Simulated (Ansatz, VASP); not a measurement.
Ni2O in VASP and in Ansatz

```xyz
6
Lattice="3.1991 0.0000 0.0000 0.0000 3.1991 0.0000 0.0000 0.0000 4.8812" Properties=species:S:1:pos:R:3 pbc="T T T"
Ni    0.0000    0.0000    0.0000
Ni    1.5996    1.5996    0.0000
Ni    0.0000    1.5996    1.3179
Ni    1.5996    0.0000    3.5633
O     0.0000    1.5996    3.4168
O     1.5996    0.0000    1.4644
```

Alike in both runs: task single point; functional PBE; k mesh 6 × 6 × 4; occupations gaussian, width 0.1 eV; collinear spin.

```csv
,VASP,Ansatz
version,VASP 6.6.1,Ansatz 0.2.0
potentials or method,"VASP PAW PBE potentials, release 64 (Ni, O), cutoff 520 eV","scalar-relativistic, plane waves, PAW"
valence electrons in the cell,52,84
```

```tsv
	VASP	Ansatz	Ansatz less VASP
gap on the k mesh at the Fermi level (eV)	none	none	-
rms of the force components (eV/Å)	2.725	2.723	-0.0019
net moment per atom (μB)	0.70	0.70	+0.001
size of the moment on the site where the two differ most (μB)	0.88	0.94	+0.068
```

Site moments also hang on the region over which each program counts them. Atom by atom the forces differ by 0.008 eV/Å (rms over components). A gap of «none» marks a metal or a gap that the smearing closes. With one functional, cell and mesh, what is left measures potentials, basis and numerics. VASP's potentials hold 52 valence electrons a cell and Ansatz's 84, so a difference there can come from the potentials and not from the codes.
